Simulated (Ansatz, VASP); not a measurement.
# Two plane-wave programs on Si

POSCAR

```
Si
1.0
   -2.6391948715      0.0000000000      0.0000000000
   -1.3195974358     -2.2856098043      0.0000000000
    0.0000000000      0.0000000000     19.6594726067
Si
6
Direct
    0.3333333333      0.3333333333      0.6369148924
    0.3333333333      0.3333333333      0.1737124834
    0.3333333333      0.3333333333      0.4053136879
    0.6666666667      0.6666666667      0.0579118812
    0.6666666667      0.6666666667      0.2895130857
    0.6666666667      0.6666666667      0.5211142902
```

File INCAR.step1:

```
ALGO = Normal ; EDIFF = 1E-4
ENCUT = 520 ; GGA = PE
ISMEAR = 0 ; LASPH = T
LCHARG = F ; LREAL = F
LWAVE = T ; NBANDS = 21
NELM = 60 ; PREC = Accurate
SIGMA = 0.15
```

The input INCAR.step2:

```
ALGO = Normal ; EDIFF = 1E-7
ENCUT = 520 ; ISIF = 2
ISMEAR = 0 ; ISTART = 1
LASPH = T ; LCHARG = T
LELF = T ; LMIXTAU = T
LREAL = F ; LVHAR = T
LWAVE = F ; METAGGA = R2SCAN
NBANDS = 21 ; NELM = 60
PREC = Accurate ; SIGMA = 0.15
```

KPOINTS

```
k-points
0
Gamma
  25 25 5
```

Input for Ansatz:

```yaml
crystal:
  lattice:
    - [-2.6391948715, 0.0, 0.0]
    - [-1.3195974358, -2.2856098043, 0.0]
    - [0.0, 0.0, 19.6594726067]
  atoms:
    - { symbol: Si, position: [0.3333333333, 0.3333333333, 0.6369148924] }
    - { symbol: Si, position: [0.3333333333, 0.3333333333, 0.1737124834] }
    - { symbol: Si, position: [0.3333333333, 0.3333333333, 0.4053136879] }
    - { symbol: Si, position: [0.6666666667, 0.6666666667, 0.0579118812] }
    - { symbol: Si, position: [0.6666666667, 0.6666666667, 0.2895130857] }
    - { symbol: Si, position: [0.6666666667, 0.6666666667, 0.5211142902] }
basis:
  ecutwfc: 500
kpoints:
  mp_grid: { grid: [25, 25, 5] }
hamiltonian:
  xc: r2scan
scf:
  occupations: { method: gaussian, width: 0.15 }
output:
  forces: true
  stress: true
  eigenvalues: true
```

Alike in both runs: task single point; functional r2SCAN; k mesh 25 × 25 × 5; occupations gaussian, width 0.15 eV; no spin polarisation.

|  | VASP | Ansatz |
| --- | --- | --- |
| version | VASP 6.6.1 | Ansatz 0.2.0 |
| potentials or method | VASP PAW PBE potentials, release 64 (Si), cutoff 520 eV | scalar-relativistic, plane waves, PAW |
| valence electrons in the cell | 24 | 24 |

Ansatz gave:

| Item | Value |
| --- | --- |
| gap on the k mesh at the Fermi level (eV) | none |
| rms of the force components (eV/Å) | 0.132 |

**Question.** What did VASP give for the same quantities?

**Answer.** gap on the k mesh at the Fermi level (eV): none; rms of the force components (eV/Å): 0.133.

VASP's potentials were made for PBE, not for r2SCAN. Atom by atom the forces differ by 0.001 eV/Å (rms over components). A gap of «none» marks a metal or a gap that the smearing closes.
